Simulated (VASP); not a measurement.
# TiAl3 (Pm-3m) in VASP: settings compared, part 2 of 2

VASP 6.6.1. The steps go on from the part before.

## Step 5: Single point, r2SCAN

This run uses another cell than the first one, of 15.16 Å³/atom, 0.925 times its volume.

POSCAR reads:

```
TiAl3
1.0
    3.9291223209      0.0000000000      0.0000000000
    0.0000000000      3.9291223209      0.0000000000
    0.0000000000      0.0000000000      3.9291223209
Ti Al
1 3
Direct
    0.0000000000      0.0000000000      0.0000000000
    0.0000000000      0.5000000000      0.5000000000
    0.5000000000      0.0000000000      0.5000000000
    0.5000000000      0.5000000000      0.0000000000
```

INCAR.step1 reads:

```
ALGO = Normal
EDIFF = 1E-4
ENCUT = 520
GGA = PE
ISMEAR = -1
LASPH = True
LCHARG = False
LREAL = False
LWAVE = True
NBANDS = 18
NELM = 100
PREC = Accurate
SIGMA = 0.05
```

INCAR.step2 reads:

```
ALGO = Normal
EDIFF = 1E-6
ENCUT = 520
ISIF = 2
ISMEAR = -1
ISTART = 1
LASPH = True
LCHARG = False
LMIXTAU = True
LREAL = False
LWAVE = False
METAGGA = R2SCAN
NBANDS = 18
NELM = 100
PREC = Accurate
SIGMA = 0.05
```

KPOINTS reads:

```
k-points
0
Gamma
  7 7 7
```

Potentials or basis: VASP PAW PBE potentials, release 64 (Ti_sv, Al).

On the command line:

```
$ cat potpaw_PBE.64/Ti_sv/POTCAR potpaw_PBE.64/Al/POTCAR > POTCAR
$ cp INCAR.step1 INCAR
$ mpirun -np 1 vasp_std > vasp.out
$ cp INCAR.step2 INCAR
$ mpirun -np 1 vasp_std > vasp.out
```

OUTCAR:

```text
EDIFF = 1E-6
   ENCUT = 520
   ISIF = 2
   ISMEAR = -1
   ISTART = 1
   LASPH = True
   LREAL = False
   METAGGA = R2SCAN
   NELM = 100
   PREC = Accurate

 ion  position               nearest neighbor table
   1  0.000  0.000  0.000-   2 2.78   3 2.78   4 2.78   2 2.78   3 2.78   2 2.78   4 2.78   2 2.78
                             3 2.78   4 2.78   3 2.78   4 2.78
   2  0.000  0.500  0.500-   1 2.78   3 2.78   4 2.78   1 2.78   4 2.78   1 2.78   3 2.78   1 2.78
                             3 2.78   4 2.78   4 2.78   3 2.78
   3  0.500  0.000  0.500-   1 2.78   2 2.78   4 2.78   1 2.78   4 2.78   2 2.78   4 2.78   4 2.78
                             1 2.78   2 2.78   1 2.78   2 2.78
   4  0.500  0.500  0.000-   1 2.78   2 2.78   3 2.78   2 2.78   3 2.78   1 2.78   3 2.78   3 2.78
                             1 2.78   2 2.78   2 2.78   1 2.78

  LATTYP: Found a simple cubic cell.
 ALAT       =     3.9291223209

  Lattice vectors:

 A1 = (   3.9291223209,   0.0000000000,   0.0000000000)
 A2 = (   0.0000000000,   3.9291223209,   0.0000000000)
 A3 = (   0.0000000000,   0.0000000000,   3.9291223209)

Analysis of symmetry for initial positions (statically):
=====================================================================
 Subroutine PRICEL returns:
 Original cell was already a primitive cell.

 Routine SETGRP: Setting up the symmetry group for a
 simple cubic supercell.

 Subroutine GETGRP returns: Found 48 space group operations
 (whereof 48 operations were pure point group operations)
 out of a pool of 48 trial point group operations.

The static configuration has the point symmetry O_h .

Analysis of symmetry for dynamics (positions and initial velocities):
=====================================================================
 Subroutine PRICEL returns:
 Original cell was already a primitive cell.

 Routine SETGRP: Setting up the symmetry group for a
[... 122 lines left out ...]
   IALGO  =     38    algorithm
   IMIX   =      4    mixing-type and parameters
     AMIX     =   0.40;   BMIX     =  1.00
     AMIX_MAG =   1.60;   BMIX_MAG =  1.00
  volume/ion in A,a.u.               =      15.16       102.33
  Fermi-wavevector in a.u.,A,eV,Ry     =   1.149527  2.172290 17.978895  1.321412
  Thomas-Fermi vector in A             =   2.286196
   LORBIT       =      0    0 simple, 1 ext, 2 COOP (PROOUT), +10 PAW based schemes
   METAGGA = R2SCAN    functional components
   LHFCALC =     F    Hartree Fock is set to
   AEXX    =    0.0000 exact exchange contribution
   IVDW    =     0    specifies the selected vdW correction
   LEPSILON=     F    determine dielectric tensor
   LRPA    =     F    only Hartree local field effects (RPA)
 non-spin polarized calculation
  energy-cutoff  :      520.00
  volume of cell :       60.66
 maximum number of plane-waves:      1647
 NGX is ok and might be reduce to    30
   NGX = 15   NGY = 15   NGZ = 15

 number of electron      20.9999996 magnetization

 Free energy of the ion-electron system (eV)
  ---------------------------------------------------
  ext. energy  EPLUGINS =         0.00000000
  ---------------------------------------------------
  free energy    TOTEN  =       -34.82142501 eV

  energy without entropy =      -34.80171880  energy(sigma->0) =      -34.81157191

 E-fermi :   9.4564     XC(G=0): -11.6771

 val. band max:        9.3018884388   @ k =   0.1429   0.1429   0.0000
 cond. band min:       9.4701350421   @ k =   0.4286   0.2857   0.1429
 fundamental gap:      0.1682466032
 Fermi energy:         9.4563688790

 k-point     1 :       0.0000    0.0000    0.0000
  band No.  band energies     occupation
      1     -49.8922      2.00000
      2     -25.1652      2.00000
      3     -25.1652      2.00000
      4     -25.1652      2.00000
      5      -2.2303      2.00000
      6       6.1330      2.00000
[... 397 lines left out ...]
      5       2.6559      2.00000
      6       3.9115      2.00000
[... 10 lines left out ...]
     17      12.5599      0.00000
     18      20.0216      0.00000

------------------------ aborting loop because EDIFF is reached ----------------------------------------

  FORCE on cell =-STRESS in cart. coord.  units (eV):
  Direction    XX          YY          ZZ          XY          YZ          ZX
  --------------------------------------------------------------------------------------
  -------------------------------------------------------------------------------------
  Total        0.8948509      0.8948509      0.8948509      0.0000000      0.0000000     -0.0000000
  in kB       23.6360355     23.6360355     23.6360355      0.0000000      0.0000000     -0.0000000
  external PRESSURE =      23.6360355 kB  Pullay stress =       0.0000000 kB

 VOLUME and BASIS-vectors are now :
 -----------------------------------------------------------------------------
  energy-cutoff  :      520.00
  volume of cell :       60.66
      direct lattice vectors                 reciprocal lattice vectors
     3.929122321  0.000000000  0.000000000     0.254509765  0.000000000  0.000000000
     0.000000000  3.929122321  0.000000000     0.000000000  0.254509765  0.000000000
     0.000000000  0.000000000  3.929122321     0.000000000  0.000000000  0.254509765

 POSITION                                       TOTAL-FORCE (eV/Angst)
 -----------------------------------------------------------------------------------
      0.00000      0.00000      0.00000         0.000000      0.000000      0.000000
      0.00000      1.96456      1.96456         0.000000      0.000000      0.000000
      1.96456      0.00000      1.96456         0.000000      0.000000      0.000000
      1.96456      1.96456      0.00000         0.000000      0.000000      0.000000
 -----------------------------------------------------------------------------------
    total drift:                                0.000000     -0.000000      0.000000

  FREE ENERGIE OF THE ION-ELECTRON SYSTEM (eV)
  ---------------------------------------------------
  free  energy   TOTEN  =       -34.8214250136 eV

  energy  without entropy=      -34.8017188044  energy(sigma->0) =      -34.81157191
```

OSZICAR.step1:

```text
N       E                     dE             d eps       ncg     rms          rms(c)
DAV:   1     0.122802009366E+03    0.12280E+03   -0.91310E+03   720   0.109E+03
DAV:   2    -0.141988185757E+02   -0.13700E+03   -0.13309E+03   740   0.287E+02
DAV:   3    -0.222300296410E+02   -0.80312E+01   -0.79551E+01  1106   0.661E+01
DAV:   4    -0.224898658739E+02   -0.25984E+00   -0.25846E+00   876   0.103E+01
DAV:   5    -0.224969339896E+02   -0.70681E-02   -0.70660E-02  1050   0.178E+00    0.114E+01
DAV:   6    -0.214426427677E+02    0.10543E+01   -0.23278E+01   998   0.351E+01    0.757E+00
DAV:   7    -0.206059588797E+02    0.83668E+00   -0.99325E+00   926   0.215E+01    0.339E+00
DAV:   8    -0.205847053554E+02    0.21254E-01   -0.12553E+00   922   0.835E+00    0.183E+00
DAV:   9    -0.205293469004E+02    0.55358E-01   -0.38643E-01   960   0.454E+00    0.248E-01
DAV:  10    -0.205310670286E+02   -0.17201E-02   -0.10037E-02   922   0.653E-01    0.307E-01
DAV:  11    -0.205294497245E+02    0.16173E-02   -0.56411E-03   930   0.484E-01    0.786E-02
DAV:  12    -0.205293935816E+02    0.56143E-04   -0.49510E-04   928   0.150E-01
   1 F= -.20529394E+02 E0= -.20517893E+02  d E =-.230011E-01
```

Run time: 73 s. Hardware: 1 thread of Intel Xeon 6975P-C, shared host; peak memory 0.18 GiB.

Results:

| Property | Result |
| --- | --- |
| Free energy | -34.8214 eV |
| Pressure | 2.4 GPa |

Caveat: the PAW data sets were made with another functional, which shifts forces and pressure a little.

## Step 6: The runs side by side

```csv
level,potentials or basis,cell,gap on the mesh (eV),pressure (GPa)
LDA,"VASP PAW LDA potentials, release 64 (Ti_sv, Al)","a = 4.033 Å, 4 atoms",none,-8.8
r2SCAN,"VASP PAW PBE potentials, release 64 (Ti_sv, Al)","a = 3.875 Å, 4 atoms",none,8.0
r2SCAN,"VASP PAW PBE potentials, release 64 (Ti_sv, Al)","a = 3.902 Å, 4 atoms",none,5.1
r2SCAN,"VASP PAW PBE potentials, release 64 (Ti_sv, Al)","a = 3.929 Å, 4 atoms",none,2.4
```

Alike in all rows: task single point; no spin polarisation; k mesh 7 × 7 × 7; cutoff (eV) 520; smearing fermi-dirac 0.05 eV.

Caveats: the PAW data sets were made with another functional, which shifts forces and pressure a little (some runs).

Absolute energies hang on the potentials; compare differences alone.
